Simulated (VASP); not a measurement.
# Si (Fd-3m) in VASP: vibrations by perturbation theory with LDA

Aim: the vibrations by perturbation theory of Si with LDA.

Program: VASP 6.6.1. These are calculated values, not measurements. Logs are shortened: lines on timing, memory, paths and dates and some standing lists are left out, and cuts for length are marked.

### Step 1. The cell of the first run

Symmetry: Fd-3m, No. 227, cubic system. Conventional cell: a = 5.402 Å, b = 5.402 Å, c = 5.402 Å, α = 90.00°, β = 90.00°, γ = 90.00°. Within 3.1 Å of Si (site symmetry -43m) lie 4 Si at 2.34 Å.

### Step 2. Vibrations by perturbation theory, LDA

File INCAR:

```
PREC = Accurate
ENCUT = 520
EDIFF = 1E-8
ISMEAR = 0
SIGMA = 0.01
LREAL = F
LASPH = T
NELM = 60
ALGO = Normal
ISIF = 2
LWAVE = F
LCHARG = F
NBANDS = 11
IBRION = 8
NSW = 1
LEPSILON = T
```

File KPOINTS:

```
Automatic mesh
0
Gamma
  10 10 10
```

File POSCAR:

```
Si
1.0
    0.0000000000      2.7009711380      2.7009711380
    2.7009711380      0.0000000000      2.7009711380
    2.7009711380      2.7009711380      0.0000000000
Si
2
Direct
    0.7500000000      0.7500000000      0.7500000000
    0.5000000000      0.5000000000      0.5000000000
```

Potentials or basis: VASP PAW LDA potentials, release 64 (Si).

On the command line:

```console
$ cat potpaw_LDA.64/Si/POTCAR > POTCAR
$ mpirun -np 1 vasp_std > vasp.out
```

OUTCAR:

```text
PREC = Accurate
   ENCUT = 520
   EDIFF = 1E-8
   ISMEAR = 0
   LREAL = F
   LASPH = T
   NELM = 60
   ISIF = 2
   IBRION = 8
   NSW = 1
   LEPSILON = T

 ion  position               nearest neighbor table
   1  0.750  0.750  0.750-   2 2.34   2 2.34   2 2.34   2 2.34
   2  0.500  0.500  0.500-   1 2.34   1 2.34   1 2.34   1 2.34

  LATTYP: Found a face centered cubic cell.
 ALAT       =     5.4019422760

  Lattice vectors:

 A1 = (   0.0000000000,   2.7009711380,   2.7009711380)
 A2 = (   2.7009711380,   0.0000000000,   2.7009711380)
 A3 = (   2.7009711380,   2.7009711380,   0.0000000000)

Analysis of symmetry for initial positions (statically):
=====================================================================
 Subroutine PRICEL returns:
 Original cell was already a primitive cell.

 Routine SETGRP: Setting up the symmetry group for a
 face centered cubic supercell.

 Subroutine GETGRP returns: Found 48 space group operations
 (whereof 24 operations were pure point group operations)
 out of a pool of 48 trial point group operations.

The static configuration has the point symmetry T_d .
 The point group associated with its full space group is O_h .

Analysis of symmetry for dynamics (positions and initial velocities):
=====================================================================
 Subroutine PRICEL returns:
 Original cell was already a primitive cell.

 Routine SETGRP: Setting up the symmetry group for a
 face centered cubic supercell.

 Subroutine GETGRP returns: Found 48 space group operations
 (whereof 24 operations were pure point group operations)
 out of a pool of 48 trial point group operations.

The dynamic configuration has the point symmetry T_d .
 The point group associated with its full space group is O_h .

[... 563 lines left out ...]
 -----------------------------------------------------------------------------
     0.00459  0.00000  0.00000
     0.00000 -0.00142 -9.66111
     0.00000 -9.66111 -0.00142

 MACROSCOPIC STATIC DIELECTRIC TENSOR (including local field effects in DFT)
 ------------------------------------------------------
          13.722852     0.000000    -0.000000
          -0.000000    13.722852    -0.000000
           0.000000     0.000000    13.722852
 ------------------------------------------------------

 PIEZOELECTRIC TENSOR (including local field effects)  for field in x, y, z        (e  Angst)
          XX          YY          ZZ          XY          YZ          ZX
  --------------------------------------------------------------------------------
  x    -0.00000    -0.00000     0.00000     0.00000     0.00000     0.00000
  y     0.00000     0.00000     0.00000     0.00000     0.00000     0.00000
  z     0.00000     0.00000     0.00000     0.00000     0.00000     0.00000

 PIEZOELECTRIC TENSOR (including local field effects)  for field in x, y, z        (C/m^2)
          XX          YY          ZZ          XY          YZ          ZX
  --------------------------------------------------------------------------------
  x    -0.00000    -0.00000     0.00000     0.00000     0.00000     0.00000
  y     0.00000     0.00000     0.00000     0.00000     0.00000     0.00000
  z     0.00000     0.00000     0.00000     0.00000     0.00000     0.00000

 BORN EFFECTIVE CHARGES (including local field effects) (in |e|, cummulative output)
 ---------------------------------------------------------------------------------
 ion    1
    1     0.00000     0.00000    -0.00000
    2     0.00000     0.00000     0.00000
    3     0.00000     0.00000     0.00000
 ion    2
    1    -0.00000    -0.00000     0.00000
    2    -0.00000    -0.00000    -0.00000
    3     0.00000     0.00000    -0.00000

 INTERNAL STRAIN TENSOR FOR ION    2 for displacements in x,y,z  (eV/Angst):
          X           Y           Z          XY          YZ          ZX
  --------------------------------------------------------------------------------
  x    -0.00000     0.00000     0.00000     0.00000     9.66111     0.00000
  y     0.00000    -0.00000     0.00000     0.00000     0.00000     9.66111
  z     0.00000     0.00000    -0.00000     9.66111     0.00000     0.00000

 SECOND DERIVATIVES (NOT SYMMETRIZED)
 ------------------------------------
               1X          1Y          1Z          2X          2Y          2Z
  1X   -13.601449    0.000000    0.000000   13.601449    0.000000    0.000000
  1Y     0.000000  -13.601449    0.000000    0.000000   13.601449    0.000000
  1Z     0.000000    0.000000  -13.601449    0.000000    0.000000   13.601449
  2X    13.601449    0.000000    0.000000  -13.601449    0.000000    0.000000
  2Y     0.000000   13.601449    0.000000    0.000000  -13.601449    0.000000
  2Z     0.000000    0.000000   13.601449    0.000000    0.000000  -13.601449

 Eigenvectors and eigenvalues of the dynamical matrix
 ----------------------------------------------------

   1 f  =   15.385836 THz    96.672057 2PiTHz  513.216237 cm-1    63.630675 meV
             X         Y         Z           dx          dy          dz
      4.051457  4.051457  4.051457     0.000000   -0.707107    0.000000
      2.700971  2.700971  2.700971     0.000000    0.707107    0.000000
[... 21 lines left out ...]
   6 f  =    0.000000 THz     0.000000 2PiTHz    0.000000 cm-1     0.000000 meV
             X         Y         Z           dx          dy          dz
      4.051457  4.051457  4.051457     0.000000    0.000000    0.707107
      2.700971  2.700971  2.700971     0.000000    0.000000    0.707107

--------------------------------------------------------------------------------------------------------

 MACROSCOPIC STATIC DIELECTRIC TENSOR IONIC CONTRIBUTION
 ------------------------------------------------------
           0.000000     0.000000    -0.000000
           0.000000     0.000000     0.000000
          -0.000000     0.000000     0.000000
 ------------------------------------------------------

 ELASTIC MODULI CONTR FROM IONIC RELAXATION (kBar)
 Direction    XX          YY          ZZ          XY          YZ          ZX
 --------------------------------------------------------------------------------
 XX          -0.0000      0.0000      0.0000     -0.0000      0.0000     -0.0000
 YY           0.0000     -0.0000     -0.0000     -0.0000     -0.0000      0.0000
 ZZ           0.0000     -0.0000     -0.0000      0.0000     -0.0000     -0.0000
 XY          -0.0000     -0.0000      0.0000   -278.9904      0.0000      0.0000
 YZ           0.0000     -0.0000     -0.0000      0.0000   -278.9904      0.0000
 ZX          -0.0000      0.0000     -0.0000      0.0000      0.0000   -278.9904
 --------------------------------------------------------------------------------

 PIEZOELECTRIC TENSOR IONIC CONTR  for field in x, y, z        (C/m^2)
          XX          YY          ZZ          XY          YZ          ZX
  --------------------------------------------------------------------------------
  x     0.00000    -0.00000    -0.00000     0.00000    -0.00000    -0.00000
  y    -0.00000     0.00000    -0.00000    -0.00000    -0.00000    -0.00000
  z    -0.00000    -0.00000     0.00000    -0.00000     0.00000     0.00000
```

stdout:

```text
POSCAR found type information on POSCAR Si
 POSCAR found :  1 types and       2 ions
 scaLAPACK will be used
 LDA part: xc-table for (Slater(with rela. corr.)+CA(PZ))
 , standard interpolation
 POSCAR, INCAR and KPOINTS ok, starting setup
 FFT: planning ... GRIDC
 FFT: planning ... GRID_SOFT
 FFT: planning ... GRID
 WAVECAR not read
[... 20 lines left out ...]
 Linear response to external field, progress :
  Direction:   2
 dielectric tensor                  component  2 :     6.346    13.723    -0.667
 Linear response to external field, progress :
  Direction:   3
 dielectric tensor                  component  3 :     1.117     4.423    13.723
 Linear response DOF=           1
 Linear response progress:
 first order change of Fermi-energy   0.11181E-03
 force on displaced ion       1 direction 1 : -13.601   0.000   0.000
 Born effective charge ion    1 direction 1 :  -0.033   0.000   0.000
 Born effective charges drift removed
 Linear response finished
```

Wall time 2.3 min (1 thread of Intel Xeon Platinum 8488C (Sapphire Rapids), shared host); peak memory 0.26 GiB.

Results:

```yaml
Electronic_dielectric_tensor_diagonal: 13.72
Born_charges_mean_of_the_diagonal: Si +0.00 e
Highest_phonon_frequency_at_Γ: 513 cm⁻¹
```

Phonon frequencies in cm⁻¹ (negative: imaginary):
```tsv
q point	frequencies
(0.000, 0.000, 0.000)	0 0 0 513 513 513
```

Electronic dielectric tensor:
```
13.72  0.00  0.00
 0.00 13.72  0.00
 0.00  0.00 13.72
```

Born effective charge tensors (e):
atom 1, Si
```
0.00 0.00 0.00
0.00 0.00 0.00
0.00 0.00 0.00
```
atom 2, Si
```
0.00 0.00 0.00
0.00 0.00 0.00
0.00 0.00 0.00
```
